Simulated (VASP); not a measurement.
# CdF2 (I4/mmm) in VASP: further runs

The runs below take CdF2 through single point, with PBE.

All numbers are computed with VASP 6.6.1; they aren't measurements. Logs are shortened: lines on timing, memory, paths and dates and some standing lists are left out, and cuts for length are marked.

## 1. The cell of the first run

The structure is tetragonal, space group I4/mmm (No. 139). Conventional cell: a = 3.753 Å, b = 3.753 Å, c = 5.469 Å, α = 90.00°, β = 90.00°, γ = 90.00°. Cd (site symmetry 4/mmm) has 8 F at 2.32 Å within 3.1 Å. Within 3.1 Å of F (site symmetry -4m2) lie 4 Cd at 2.32 Å and 6 F at 2.65 to 2.73 Å.

## 2. Single point, PBE (strain -0.015 along x and y, +0.015 along z)

File INCAR:

```
PREC = Accurate ; ENCUT = 520
EDIFF = 1E-7 ; ISMEAR = 0
SIGMA = 0.05 ; LREAL = F
LASPH = T ; NELM = 60
ALGO = Normal ; ISIF = 2
LWAVE = F ; LCHARG = T
GGA = PE ; LELF = T
LVHAR = T ; NBANDS = 20
```

File KPOINTS:

```
Automatic mesh
0
Gamma
  8 8 8
```

File POSCAR:

```
CdF2
1.0
    0.0000000000      2.6535900000      2.7344100000
    2.6535900000      0.0000000000      2.7344100000
    2.6535900000      2.6535900000      0.0000000000
Cd F
1 2
Direct
    0.0000000000      0.0000000000      0.0000000000
    0.2500000000      0.2500000000      0.2500000000
    0.7500000000      0.7500000000      0.7500000000
```

Potentials or basis: VASP PAW PBE potentials, release 64 (Cd, F).

The run is started by

```bash
$ cat potpaw_PBE.64/Cd/POTCAR potpaw_PBE.64/F/POTCAR > POTCAR
$ mpirun -np 1 vasp_std > vasp.out
```

OUTCAR:

```text
PREC = Accurate
   ENCUT = 520
   EDIFF = 1E-7
   ISMEAR = 0
   LREAL = F
   LASPH = T
   NELM = 60
   ISIF = 2
   GGA = PE

 ion  position               nearest neighbor table
   1  0.000  0.000  0.000-   3 2.32   3 2.32   3 2.32   2 2.32   3 2.32   2 2.32   2 2.32   2 2.32

   2  0.250  0.250  0.250-   1 2.32   1 2.32   1 2.32   1 2.32
   3  0.750  0.750  0.750-   1 2.32   1 2.32   1 2.32   1 2.32

  LATTYP: Found a body centered tetragonal cell.
 ALAT       =     3.7527429670
 C/A-ratio  =     1.4572860567

  Lattice vectors:

 A1 = (  -2.6535900000,   0.0000000000,   2.7344100000)
 A2 = (   2.6535900000,   0.0000000000,   2.7344100000)
 A3 = (   0.0000000000,   2.6535900000,  -2.7344100000)

Analysis of symmetry for initial positions (statically):
=====================================================================
 Subroutine PRICEL returns:
 Original cell was already a primitive cell.

 Routine SETGRP: Setting up the symmetry group for a
 body centered tetragonal supercell.

 Subroutine GETGRP returns: Found 16 space group operations
 (whereof 16 operations were pure point group operations)
 out of a pool of 16 trial point group operations.

The static configuration has the point symmetry D_4h.

Analysis of symmetry for dynamics (positions and initial velocities):
=====================================================================
 Subroutine PRICEL returns:
 Original cell was already a primitive cell.

 Routine SETGRP: Setting up the symmetry group for a
 body centered tetragonal supercell.

 Subroutine GETGRP returns: Found 16 space group operations
 (whereof 16 operations were pure point group operations)
 out of a pool of 16 trial point group operations.

The dynamic configuration has the point symmetry D_4h.

 Subroutine INISYM returns: Found 16 space group operations
 (whereof 16 operations are pure point group operations),
 and found     1 'primitive' translations

----------------------------------------------------------------------------------------

                                     Primitive cell

  volume of cell :      38.5089

  direct lattice vectors                    reciprocal lattice vectors
     0.000000000  2.653590000  2.734410000    -0.188423984  0.188423984  0.182854802
     2.653590000  0.000000000  2.734410000     0.188423984 -0.188423984  0.182854802
     2.653590000  2.653590000  0.000000000     0.188423984  0.188423984 -0.182854802

  length of vectors
     3.810319926  3.810319926  3.752742967     0.323176537  0.323176537  0.323176537

  position of ions in fractional coordinates (direct lattice)
     0.000000000  0.000000000  0.000000000
     0.250000000  0.250000000  0.250000000
     0.750000000  0.750000000  0.750000000

  ion indices of the primitive-cell ions
   primitive index   ion index
                 1           1
                 2           2
                 3           3

----------------------------------------------------------------------------------------

 KPOINTS: Automatic mesh

Automatic generation of k-mesh.
 Grid dimensions read from file:
 generate k-points for:    8    8    8

 Generating k-lattice:

  Cartesian coordinates                     Fractional coordinates (reciprocal lattice)
    -0.023552998  0.023552998  0.022856850     0.125000000  0.000000000  0.000000000
     0.023552998 -0.023552998  0.022856850     0.000000000  0.125000000  0.000000000
     0.023552998  0.023552998 -0.022856850     0.000000000  0.000000000  0.125000000

  Length of vectors
     0.040397067  0.040397067  0.040397067

  Shift w.r.t. Gamma in fractional coordinates (k-lattice)
     0.000000000  0.000000000  0.000000000

 Subroutine IBZKPT returns following result:
 ===========================================

 Found     59 irreducible k-points:

 Following reciprocal coordinates:
            Coordinates               Weight
  0.000000  0.000000  0.000000      1.000000
  0.125000  0.000000  0.000000      8.000000
  0.250000  0.000000  0.000000      8.000000
  0.375000  0.000000  0.000000      8.000000
  0.500000  0.000000  0.000000      4.000000
  0.125000  0.125000  0.000000      2.000000
[... 16 lines left out ...]
  0.250000  0.000000  0.125000     16.000000
  0.375000  0.000000  0.125000     16.000000
 [... further k-points ...]
   k-points           NKPTS =     59   k-points in BZ     NKDIM =     59   number of bands    NBANDS=     20
   number of dos      NEDOS =    301   number of ions     NIONS =      3
   total plane-waves  NPLWV =  21952
   dimension x,y,z NGX =    28 NGY =   28 NGZ =   28
   dimension x,y,z NGXF=    56 NGYF=   56 NGZF=   56
   ions per type =               1   2
   NGX,Y,Z   is equivalent  to a cutoff of  12.22, 12.22, 12.40 a.u.
   NGXF,Y,Z  is equivalent  to a cutoff of  24.43, 24.43, 24.81 a.u.
 SYSTEM =  unknown system
   PREC   = accura    normal or accurate (medium, high low for compatibility)
   ISTART =      0    job   : 0-new  1-cont  2-samecut
   ICHARG =      2    charge: 1-file 2-atom 10-const
   ISPIN  =      1    spin polarized calculation?
   LNONCOLLINEAR =      F non collinear calculations
   LSORBIT =      F    spin-orbit coupling
   LASPH  =      T    aspherical Exc in radial PAW
   ENCUT  =  520.0 eV  38.22 Ry    6.18 a.u.   7.08  7.08  6.98*2*pi/ulx,y,z
   NELM   =     60;   NELMIN=  2; NELMDL= -5     # of ELM steps
   EDIFF  = 0.1E-06   stopping-criterion for ELM
   LREAL  =      F    real-space projection
   EDIFFG = 0.1E-05   stopping-criterion for IOM
   NSW    =      0    number of steps for IOM
   IBRION =     -1    ionic relax: 0-MD 1-quasi-New 2-CG
   NFREE  =      0    steps in history (QN), initial steepest desc. (CG)
   ISIF   =      2    stress and relaxation
   ISYM   =      2    0-nonsym 1-usesym 2-fastsym
   POTIM  = 0.5000    time-step for ionic-motion
   TEBEG  =    0.0;   TEEND  =   0.0 temperature during run
   PSTRESS=    0.0 pullay stress
   NELECT =      26.0000    total number of electrons
   NUPDOWN=      -1.0000    fix difference up-down
   EMIN   =  10.00;   EMAX   =-10.00  energy-range for DOS
   EFERMI =   0.00;   METHOD = LEGACY
   ISMEAR =     0;   SIGMA  =   0.05  broadening in eV -4-tet -1-fermi 0-gaus
   EFERMI_NEDOS =   21; number of points for ismear=-14 and -15
   IALGO  =     38    algorithm
   IMIX   =      4    mixing-type and parameters
     AMIX     =   0.40;   BMIX     =  1.00
     AMIX_MAG =   1.60;   BMIX_MAG =  1.00
  volume/ion in A,a.u.               =      12.84        86.62
  Fermi-wavevector in a.u.,A,eV,Ry     =   1.436191  2.714007 28.063982  2.062644
  Thomas-Fermi vector in A             =   2.555406
   LORBIT       =      0    0 simple, 1 ext, 2 COOP (PROOUT), +10 PAW based schemes
   GGA     = PE    functional components
   LHFCALC =     F    Hartree Fock is set to
   AEXX    =    0.0000 exact exchange contribution
   IVDW    =     0    specifies the selected vdW correction
   LEPSILON=     F    determine dielectric tensor
   LRPA    =     F    only Hartree local field effects (RPA)
 non-spin polarized calculation
 Gauss-broadening in eV      SIGMA  =   0.05
  energy-cutoff  :      520.00
  volume of cell :       38.51
 maximum number of plane-waves:      1054
   NGX = 15   NGY = 15   NGZ = 13

 number of electron      26.0000003 magnetization

 Free energy of the ion-electron system (eV)
  ---------------------------------------------------
  ext. energy  EPLUGINS =         0.00000000
  ---------------------------------------------------
  free energy    TOTEN  =       -10.82364553 eV

  energy without entropy =      -10.82364553  energy(sigma->0) =      -10.82364553

 E-fermi :  -0.8748     XC(G=0): -10.4966

 val. band max:       -1.1660277253   @ k =  -0.2500   0.2500   0.5000
 cond. band min:       1.9205828579   @ k =   0.0000   0.0000   0.0000
 fundamental gap:      3.0866105832
 Fermi energy:        -0.8747516924

 k-point     1 :       0.0000    0.0000    0.0000
  band No.  band energies     occupation
      1     -22.0834      2.00000
      2     -20.9297      2.00000
      3      -6.8682      2.00000
      4      -6.8517      2.00000
      5      -6.8517      2.00000
      6      -5.5931      2.00000
[... 12 lines left out ...]
     19      18.4862      0.00000
     20      19.1621      0.00000

 k-point     2 :       0.1250    0.0000    0.0000
  band No.  band energies     occupation
      1     -22.0320      2.00000
      2     -20.9767      2.00000
      3      -6.8036      2.00000
      4      -6.7888      2.00000
      5      -6.6849      2.00000
      6      -5.6113      2.00000
[... 12 lines left out ...]
     19      18.1089      0.00000
     20      18.7423      0.00000

 k-point     3 :       0.2500    0.0000    0.0000
  band No.  band energies     occupation
      1     -21.8916      2.00000
      2     -21.1026      2.00000
      3      -6.6676      2.00000
      4      -6.6417      2.00000
      5      -6.2227      2.00000
      6      -5.6230      2.00000
[... 12 lines left out ...]
     19      18.0273      0.00000
     20      18.5484      0.00000

 k-point     4 :       0.3750    0.0000    0.0000
  band No.  band energies     occupation
      1     -21.6984      2.00000
      2     -21.2777      2.00000
      3      -6.5586      2.00000
      4      -6.5169      2.00000
      5      -5.6380      2.00000
      6      -5.5744      2.00000
[... 12 lines left out ...]
     19      17.4821      0.00000
     20      18.0544      0.00000

 k-point     5 :       0.5000    0.0000    0.0000
  band No.  band energies     occupation
      1     -21.5232      2.00000
      2     -21.4443      2.00000
      3      -6.5265      2.00000
      4      -6.4779      2.00000
      5      -5.5235      2.00000
      6      -5.5044      2.00000
[... 12 lines left out ...]
     19      17.2695      0.00000
     20      17.6942      0.00000
[... 353 lines left out ...]
      6      -5.4719      2.00000
[... 12 lines left out ...]
     19      18.2203      0.00000
     20      20.5021      0.00000

 k-point    22 :       0.1250    0.0000    0.1250
  band No.  band energies     occupation
      1     -22.0126      2.00000
      2     -20.9942      2.00000
      3      -6.7744      2.00000
      4      -6.7693      2.00000
      5      -6.6285      2.00000
      6      -5.6690      2.00000
[... 12 lines left out ...]
     19      18.5948      0.00000
     20      18.9302      0.00000

 k-point    23 :       0.2500    0.0000    0.1250
  band No.  band energies     occupation
      1     -21.9029      2.00000
      2     -21.0904      2.00000
      3      -6.6453      2.00000
      4      -6.6363      2.00000
      5      -6.2806      2.00000
      6      -5.7615      2.00000
[... 12 lines left out ...]
     19      18.5839      0.00000
     20      19.9113      0.00000

 k-point    24 :       0.3750    0.0000    0.1250
  band No.  band energies     occupation
      1     -21.7327      2.00000
      2     -21.2409      2.00000
      3      -6.5122      2.00000
      4      -6.4900      2.00000
      5      -5.7825      2.00000
      6      -5.7507      2.00000
[... 12 lines left out ...]
     19      18.0497      0.00000
     20      19.9356      0.00000

 [... further k-points ...]

------------------------ aborting loop because EDIFF is reached ----------------------------------------

  FORCE on cell =-STRESS in cart. coord.  units (eV):
  Direction    XX          YY          ZZ          XY          YZ          ZX
  --------------------------------------------------------------------------------------
  -------------------------------------------------------------------------------------
  Total        2.2152377      2.2152377      1.4375357      0.0000000      0.0000000     -0.0000000
  in kB       92.1657670     92.1657670     59.8091952      0.0000000      0.0000000     -0.0000000
  external PRESSURE =      81.3802431 kB  Pullay stress =       0.0000000 kB

 VOLUME and BASIS-vectors are now :
 -----------------------------------------------------------------------------
  energy-cutoff  :      520.00
  volume of cell :       38.51
      direct lattice vectors                 reciprocal lattice vectors
     0.000000000  2.653590000  2.734410000    -0.188423984  0.188423984  0.182854802
     2.653590000  0.000000000  2.734410000     0.188423984 -0.188423984  0.182854802
     2.653590000  2.653590000  0.000000000     0.188423984  0.188423984 -0.182854802

 POSITION                                       TOTAL-FORCE (eV/Angst)
 -----------------------------------------------------------------------------------
      0.00000      0.00000      0.00000         0.000000      0.000000     -0.000000
      1.32679      1.32679      1.36721         0.000000      0.000000     -0.000000
      3.98039      3.98039      4.10161        -0.000000     -0.000000      0.000000
 -----------------------------------------------------------------------------------
    total drift:                                0.000000      0.000000      0.000000

  FREE ENERGIE OF THE ION-ELECTRON SYSTEM (eV)
  ---------------------------------------------------
  free  energy   TOTEN  =       -10.8236455303 eV

  energy  without entropy=      -10.8236455303  energy(sigma->0) =      -10.82364553
```

It took 60 s on 1 thread of Intel Xeon 8259CL, shared host; peak memory 0.18 GiB.

What came out:

- Free energy: -10.8236 eV
- Pressure: 8.1 GPa
- Band gap on the k mesh: 3.09 eV (least direct gap 3.54 eV)

Caveat: the cell differs from its parent crystal (strain -0.015 along x and y, +0.015 along z); the cell stands under pressure. A k mesh can miss the band edges.

## 3. Single point, PBE (strain -0.015 along x and y, +0.030 along z)

File INCAR:

```
PREC     = Accurate       # precision mode
ENCUT    = 520            # plane-wave cutoff, eV
EDIFF    = 1E-6           # SCF threshold, eV
ISMEAR   = 0              # smearing method
SIGMA    = 0.05           # smearing width, eV
LREAL    = F              # projectors in reciprocal space
LASPH    = T              # aspherical terms in the spheres
NELM     = 80             # most SCF steps
ALGO     = Normal         # electronic algorithm
ISIF     = 2              # what is computed and relaxed
LWAVE    = F              # write WAVECAR
LCHARG   = F              # write CHGCAR
GGA      = PE             # functional
NBANDS   = 20             # bands
```

KPOINTS is that of step 2.

File POSCAR:

```
CdF2
1.0
    0.0000000000      2.6535900000      2.7748200000
    2.6535900000      0.0000000000      2.7748200000
    2.6535900000      2.6535900000      0.0000000000
Cd F
1 2
Direct
    0.0000000000      0.0000000000      0.0000000000
    0.2500000000      0.2500000000      0.2500000000
    0.7500000000      0.7500000000      0.7500000000
```

Potentials or basis: VASP PAW PBE potentials, release 64 (Cd, F).

The run is started by

```bash
$ cat potpaw_PBE.64/Cd/POTCAR potpaw_PBE.64/F/POTCAR > POTCAR
$ mpirun -np 1 vasp_std > vasp.out
```

Wall time 66 s (1 thread of Intel Xeon 8259CL, shared host); peak memory 0.19 GiB.

The run converged. Its results:

```yaml
Free_energy: -10.8409 eV
Pressure: 6.3 GPa
Band_gap_on_the_k_mesh: 3.01 eV (least direct gap 3.47 eV)
```

Stress tensor (GPa, compression positive):
```
7.85 0.00 0.00
0.00 7.85 0.00
0.00 0.00 3.07
```

Levels at points of the mesh, in eV from the valence-band top:
```
           k point  band 10  band 11  band 12  band 13  band 14  band 15  band 16  band 17
(0.00, 0.00, 0.00)    -0.88    -0.59    -0.59    -0.46     3.01    12.63    12.63    12.76
(0.50, 0.00, 0.00)    -1.93    -1.82    -0.45    -0.43     7.12     9.09    14.31    14.62
(0.50, 0.50, 0.00)    -2.95    -0.69    -0.09    -0.09     7.97     9.70    11.91    14.37
(0.50, 0.00, 0.50)    -2.96    -0.44    -0.21    -0.07     7.93     9.55    11.89    13.89
```

Caveat: the cell differs from its parent crystal (strain -0.015 along x and y, +0.030 along z); the cell stands under pressure. A k mesh can miss the band edges.

## 4. Single point, PBE (strain +0.000 along x and y, +0.015 along z)

File INCAR:

```
SYSTEM = CdF2
PREC = Accurate
ENCUT = 520
EDIFF = 1E-6
ISMEAR = 0
SIGMA = 0.05
LREAL = .FALSE.
LASPH = .TRUE.
NELM = 80
ALGO = Normal
ISIF = 2
LWAVE = .FALSE.
LCHARG = .FALSE.
GGA = PE
NBANDS = 20
```

File KPOINTS:

```
Automatic mesh
0
G
  8 8 8
  0 0 0
```

File POSCAR:

```
CdF2
1.0
    0.0000000000      2.6940000000      2.7344100000
    2.6940000000      0.0000000000      2.7344100000
    2.6940000000      2.6940000000      0.0000000000
Cd F
1 2
Direct
    0.0000000000      0.0000000000      0.0000000000
    0.2500000000      0.2500000000      0.2500000000
    0.7500000000      0.7500000000      0.7500000000
```

The run is started by

```bash
$ cat potpaw_PBE.64/Cd/POTCAR potpaw_PBE.64/F/POTCAR > POTCAR
$ mpirun -np 1 vasp_std > vasp.out
```

Run time: 62 s. Hardware: 1 thread of Intel Xeon 8259CL, shared host; peak memory 0.19 GiB.

The run converged. Its results:

```
Free energy            : -10.8780 eV
Pressure               : 4.4 GPa
Band gap on the k mesh : 3.00 eV (least direct gap 3.50 eV)
```

Stress tensor (GPa, compression positive):
```
4.96 0.00 0.00
0.00 4.96 0.00
0.00 0.00 3.37
```

Levels at points of the mesh, in eV from the valence-band top:
```
           k point  band 10  band 11  band 12  band 13  band 14  band 15  band 16  band 17
(0.00, 0.00, 0.00)    -0.90    -0.55    -0.55    -0.50     3.00    12.60    12.60    12.65
(0.50, 0.00, 0.00)    -1.81    -1.78    -0.42    -0.42     7.04     9.09    14.30    14.41
(0.50, 0.50, 0.00)    -2.87    -0.54    -0.09    -0.09     7.88     9.58    11.88    14.18
(0.50, 0.00, 0.50)    -2.88    -0.45    -0.13    -0.08     7.86     9.54    11.88    14.02
```

Caveat: the cell differs from its parent crystal (strain +0.000 along x and y, +0.015 along z); the cell stands under pressure.

(Continued in part 2 of 2.)
